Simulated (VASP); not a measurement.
Crystal: Mo.

```
CELL_PARAMETERS angstrom
-1.57342 1.57342 1.57342
1.57342 -1.57342 1.57342
1.57342 1.57342 -1.57342
ATOMIC_POSITIONS crystal
Mo 0.00000 0.00000 0.00000
```

| Property | Result |
| --- | --- |
| Program | VASP 6.6.1 |
| Task | relaxation of cell and atoms |
| Functional | PBEsol |
| Potentials or basis | VASP PAW PBE potentials, release 64 (Mo_sv) |
| Cutoff | 600 eV |
| k mesh | 10 × 10 × 10 |
| Occupations | fermi-dirac, width 0.05 eV |
| Spin | no spin polarisation |

At the start: pressure -4.5 GPa; volume 15.58 Å³/atom.

Question: How do energy, volume and symmetry change on relaxing?

Answer: Over 3 steps the energy falls by 3.7 meV/atom and the volume is 15.33 Å³/atom (-1.6 %); space group Im-3m (No. 229, to 0.05 Å).

Step by step:
| step | energy change (eV) | largest force (eV/Å) | pressure (GPa) | volume (Å³) |
| --- | --- | --- | --- | --- |
| 1 | 0.0000 | 0.0000 | -4.49 | 15.58 |
| 2 | 0.0268 | 0.0000 | 14.45 | 14.62 |
| 3 | -0.0037 | 0.0000 | -0.10 | 15.33 |

Final structure:
```yaml
crystal:
  lattice:
    - [-1.56481, 1.56481, 1.56481]
    - [1.56481, -1.56481, 1.56481]
    - [1.56481, 1.56481, -1.56481]
  atoms:
    - { symbol: Mo, position: [0.00000, 0.00000, 0.00000] }
```

Caveat: the PAW data sets were made with another functional, which shifts forces and pressure a little.
